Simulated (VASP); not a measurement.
## BaO: single point with PBE

Crystal: BaO.

```
Ba O
1.0
     0.00000    2.77187    2.77187
     2.77187    0.00000    2.77187
     2.77187    2.77187    0.00000
Ba O
1 1
Direct
  0.00000 0.00000 0.00000
  0.50000 0.50000 0.50000
```

```
Program                : VASP 6.6.1
Task                   : single point
Functional             : PBE
Potentials or basis    : VASP PAW PBE potentials, release 64 (Ba_sv, O)
Cutoff                 : 600 eV
k mesh                 : 6 × 6 × 6
Occupations            : methfessel-paxton, width 0.2 eV
Spin                   : no spin polarisation
Dipole correction      : no
Further INCAR settings : ALGO = Normal; EDIFF = 1e-06; NBANDS = 15
```

```json
{
  "Pressure": "2.7 GPa",
  "Band gap on the k mesh": "1.98 eV"
}
```

Levels at points of the mesh, in eV from the valence-band top:
```csv
k point,band 4,band 5,band 6,band 7,band 8,band 9,band 10,band 11,band 12,band 13
"(0.00, 0.00, 0.00)",-10.43,-10.43,-0.34,-0.34,-0.34,3.53,4.68,4.68,4.68,6.94
"(0.50, 0.00, 0.00)",-10.55,-10.55,-1.99,-1.46,-1.46,4.92,7.15,7.15,8.17,10.47
"(0.50, 0.50, 0.00)",-11.01,-11.01,-0.15,-0.15,0.00,1.98,5.96,8.88,9.38,9.71
```

Wall time 14 s on 1 thread of Intel(R) Xeon(R) Platinum 8375C CPU @ 2.90GHz (Ice Lake) (shared host), peak memory 0.18 GiB.

Caveat: spin-orbit coupling is left out, which moves the levels of the heavy elements. A k mesh can miss the band edges.
